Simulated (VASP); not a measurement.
A run of VASP 6.6.1 is set up as follows.

Contents of INCAR:

```
ALGO     = Fast           # electronic algorithm
EDIFF    = 1E-7           # SCF threshold, eV
ENCUT    = 520            # plane-wave cutoff, eV
GGA      = PE             # functional
ISIF     = 2              # what is computed and relaxed
ISMEAR   = 0              # smearing method
LASPH    = True           # aspherical terms in the spheres
LCHARG   = True           # write CHGCAR
LELF     = True           # ELF
LREAL    = False          # projectors in reciprocal space
LVHAR    = True         
LWAVE    = False          # write WAVECAR
NBANDS   = 44             # bands
NELM     = 100            # most SCF steps
PREC     = Accurate       # precision mode
SIGMA    = 0.05           # smearing width, eV
```

KPOINTS

```
k-points
0
Gamma
  10 10 10
```

Contents of POSCAR:

```
CoSn
1.0
    5.2956843792      0.0000000000      0.0000000000
   -2.6478421896      4.5861972028      0.0000000000
    0.0000000000      0.0000000000      4.2312016981
Co Sn
3 3
Direct
    0.0000000000      0.5000000000      0.0000000000
    0.5000000000      0.5000000000      0.0000000000
    0.5000000000      0.0000000000      0.0000000000
    0.6666666667      0.3333333333      0.5000000000
    0.3333333333      0.6666666667      0.5000000000
    0.0000000000      0.0000000000      0.0000000000
```

Potentials or basis: VASP PAW PBE potentials, release 64 (Co, Sn_d).

Command:

```bash
$ cat potpaw_PBE.64/Co/POTCAR potpaw_PBE.64/Sn_d/POTCAR > POTCAR
$ mpirun -np 1 vasp_std > vasp.out
```

Q: Estimate the pressure.

A: -0.1 GPa.

Stress tensor (GPa, compression positive):
```
-0.02  0.00  0.00
 0.00 -0.02  0.00
 0.00  0.00 -0.13
```

Caveat: spin-orbit coupling is left out, which moves the levels of the heavy elements. Spin polarisation is off, so any magnetic state and its effect on volume and gap are missing.
